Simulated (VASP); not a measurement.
# Mg2CdTe3 in VASP: further runs, part 2 of 2

VASP 6.6.1.

### 5 Single point, PBE

This run uses another cell than the first one: it holds 6 atoms, not 12.

INCAR

```
PREC = Accurate
ENCUT = 520
EDIFF = 1E-6
ISMEAR = 0
SIGMA = 0.02
LREAL = False
LASPH = True
NELM = 100
ALGO = Normal
ISIF = 2
LWAVE = False
LCHARG = False
GGA = PE
NBANDS = 26
```

KPOINTS

```
regular mesh
0
Gamma
  6 6 4
```

POSCAR

```
Mg2CdTe3
1.0
    4.6332198300      0.0000000000      0.0000000000
   -2.3166099150      4.0124860741      0.0000000000
    0.0000000000      0.0000000000     11.3162888000
Mg Cd Te
2 1 3
Direct
    0.3333333333      0.6666666667      0.9993960000
    0.6666666667      0.3333333333      0.6692520000
    0.0000000000      0.0000000000      0.3320900000
    0.0000000000      0.0000000000      0.0791730000
    0.6666666667      0.3333333333      0.4201980000
    0.3333333333      0.6666666667      0.7498910000
```

Potentials or basis: VASP PAW PBE potentials, release 64 (Mg, Cd, Te).

Run with:

```bash
$ cat potpaw_PBE.64/Mg/POTCAR potpaw_PBE.64/Cd/POTCAR potpaw_PBE.64/Te/POTCAR > POTCAR
$ mpirun -np 1 vasp_std > vasp.out
```

OUTCAR:

```text
PREC = Accurate
   ENCUT = 520
   EDIFF = 1E-6
   ISMEAR = 0
   LREAL = False
   LASPH = True
   NELM = 100
   ISIF = 2
   GGA = PE

 ion  position               nearest neighbor table
   1  0.333  0.667  0.999-   4 2.82   4 2.82   4 2.82   6 2.82
   2  0.667  0.333  0.669-   5 2.82   6 2.83   6 2.83   6 2.83
   3  0.000  0.000  0.332-   5 2.85   5 2.85   5 2.85   4 2.86
   4  0.000  0.000  0.079-   1 2.82   1 2.82   1 2.82   3 2.86
   5  0.667  0.333  0.420-   2 2.82   3 2.85   3 2.85   3 2.85
   6  0.333  0.667  0.750-   1 2.82   2 2.83   2 2.83   2 2.83

  LATTYP: Found a hexagonal cell.
 ALAT       =     4.6332198300
 C/A-ratio  =     2.4424243216

  Lattice vectors:

 A1 = (   4.6332198300,   0.0000000000,   0.0000000000)
 A2 = (  -2.3166099150,   4.0124860741,   0.0000000000)
 A3 = (   0.0000000000,   0.0000000000,  11.3162888000)

Analysis of symmetry for initial positions (statically):
=====================================================================
 Subroutine PRICEL returns:
 Original cell was already a primitive cell.

 Routine SETGRP: Setting up the symmetry group for a
 hexagonal supercell.

 Subroutine GETGRP returns: Found  6 space group operations
 (whereof  6 operations were pure point group operations)
 out of a pool of 24 trial point group operations.

The static configuration has the point symmetry C_3v.

Analysis of symmetry for dynamics (positions and initial velocities):
=====================================================================
 Subroutine PRICEL returns:
 Original cell was already a primitive cell.

 Routine SETGRP: Setting up the symmetry group for a
 hexagonal supercell.

 Subroutine GETGRP returns: Found  6 space group operations
 (whereof  6 operations were pure point group operations)
 out of a pool of 24 trial point group operations.

The dynamic configuration has the point symmetry C_3v.

[... 125 lines left out ...]
     AMIX_MAG =   1.60;   BMIX_MAG =  1.00
  volume/ion in A,a.u.               =      35.06       236.62
  Fermi-wavevector in a.u.,A,eV,Ry     =   0.891732  1.685129 10.819160  0.795186
  Thomas-Fermi vector in A             =   2.013590
   LORBIT       =      0    0 simple, 1 ext, 2 COOP (PROOUT), +10 PAW based schemes
   GGA     = PE    functional components
   LHFCALC =     F    Hartree Fock is set to
   AEXX    =    0.0000 exact exchange contribution
   IVDW    =     0    specifies the selected vdW correction
   LEPSILON=     F    determine dielectric tensor
   LRPA    =     F    only Hartree local field effects (RPA)
 non-spin polarized calculation
 Gauss-broadening in eV      SIGMA  =   0.02
  energy-cutoff  :      520.00
  volume of cell :      210.38
 maximum number of plane-waves:      5713
 NGX is ok and might be reduce to    36

 number of electron      34.0000003 magnetization

 Free energy of the ion-electron system (eV)
  ---------------------------------------------------
  ext. energy  EPLUGINS =         0.00000000
  ---------------------------------------------------
  free energy    TOTEN  =       -17.60483487 eV

  energy without entropy =      -17.60483487  energy(sigma->0) =      -17.60483487

 E-fermi :   2.0067     XC(G=0):  -7.9520

 val. band max:        1.8878033400   @ k =   0.0000   0.0000   0.0000
 cond. band min:       3.3447330664   @ k =   0.0000   0.0000   0.0000
 fundamental gap:      1.4569297264
 Fermi energy:         2.0066843812

 k-point     1 :       0.0000    0.0000    0.0000
  band No.  band energies     occupation
      1      -8.6197      2.00000
      2      -8.3341      2.00000
      3      -8.1537      2.00000
      4      -5.9609      2.00000
      5      -5.9609      2.00000
      6      -5.7739      2.00000
[... 685 lines left out ...]
     25       7.8851      0.00000
     26       8.0159      0.00000

------------------------ aborting loop because EDIFF is reached ----------------------------------------

  FORCE on cell =-STRESS in cart. coord.  units (eV):
  Direction    XX          YY          ZZ          XY          YZ          ZX
  --------------------------------------------------------------------------------------
  -------------------------------------------------------------------------------------
  Total        0.0267248      0.0267248      0.0306111      0.0000000      0.0000000      0.0000000
  in kB        0.2035284      0.2035284      0.2331251      0.0000000      0.0000000      0.0000000
  external PRESSURE =       0.2133939 kB  Pullay stress =       0.0000000 kB

 VOLUME and BASIS-vectors are now :
 -----------------------------------------------------------------------------
  energy-cutoff  :      520.00
  volume of cell :      210.38
      direct lattice vectors                 reciprocal lattice vectors
     4.633219830  0.000000000  0.000000000     0.215832625  0.124611024  0.000000000
    -2.316609915  4.012486074  0.000000000     0.000000000  0.249222049  0.000000000
     0.000000000  0.000000000 11.316288800     0.000000000  0.000000000  0.088368194

 POSITION                                       TOTAL-FORCE (eV/Angst)
 -----------------------------------------------------------------------------------
     -0.00000      2.67499     11.30945         0.000000      0.000000     -0.000196
      2.31661      1.33750      7.57345         0.000000      0.000000     -0.001503
      0.00000      0.00000      3.75803        -0.000000      0.000000      0.000229
      0.00000      0.00000      0.89594        -0.000000      0.000000     -0.017881
      2.31661      1.33750      4.75508         0.000000     -0.000000      0.017455
     -0.00000      2.67499      8.48598         0.000000      0.000000      0.001896
 -----------------------------------------------------------------------------------
    total drift:                                0.000000     -0.000000     -0.000748

  FREE ENERGIE OF THE ION-ELECTRON SYSTEM (eV)
  ---------------------------------------------------
  free  energy   TOTEN  =       -17.6048348739 eV

  energy  without entropy=      -17.6048348739  energy(sigma->0) =      -17.60483487
```

It took 53 s on 1 thread of Intel Xeon 6975P-C (Granite Rapids), shared host; peak memory 0.4 GiB.

Results:

```
Free energy            : -17.6048 eV
Pressure               : 0.0 GPa
Largest force          : 0.018 eV/Å
Band gap on the k mesh : 1.46 eV, direct
```

Forces on the atoms (eV/Å):
```
Mg   0.000  0.000  0.000
Mg   0.000  0.000 -0.002
Cd   0.000  0.000  0.000
Te   0.000  0.000 -0.018
Te   0.000  0.000  0.017
Te   0.000  0.000  0.002
```

Caveat: spin-orbit coupling is left out, which moves the levels of the heavy elements.

### 6 The runs side by side

```csv
cell,k mesh,smearing,gap on the mesh (eV),pressure (GPa),largest force (eV/Å)
"a = 4.633, b = 4.633, c = 22.633 Å, angles 90.0, 90.0, 120.0°, 12 atoms",3 × 3 × 1,gaussian 0.1 eV,1.43,0.3,0.09
"a = 4.633, b = 4.633, c = 11.316 Å, angles 90.0, 90.0, 120.0°, 6 atoms",6 × 6 × 2,gaussian 0.1 eV,1.46,0.0,0.02
"a = 4.675, b = 4.674, c = 22.392 Å, angles 90.0, 90.0, 120.0°, 12 atoms",3 × 3 × 1,gaussian 0.1 eV,1.42,0.0,0.01
"a = 4.633, b = 4.633, c = 11.316 Å, angles 90.0, 90.0, 120.0°, 6 atoms",6 × 6 × 4,gaussian 0.02 eV,1.46,0.0,0.02
```

Alike in all rows: task single point; level PBE; potentials or basis VASP PAW PBE potentials, release 64 (Mg, Cd, Te); no spin polarisation; cutoff (eV) 520.

Caveats: some runs use coarse meshes; spin-orbit coupling is left out, which moves the levels of the heavy elements.

Absolute energies hang on the potentials; compare differences alone.
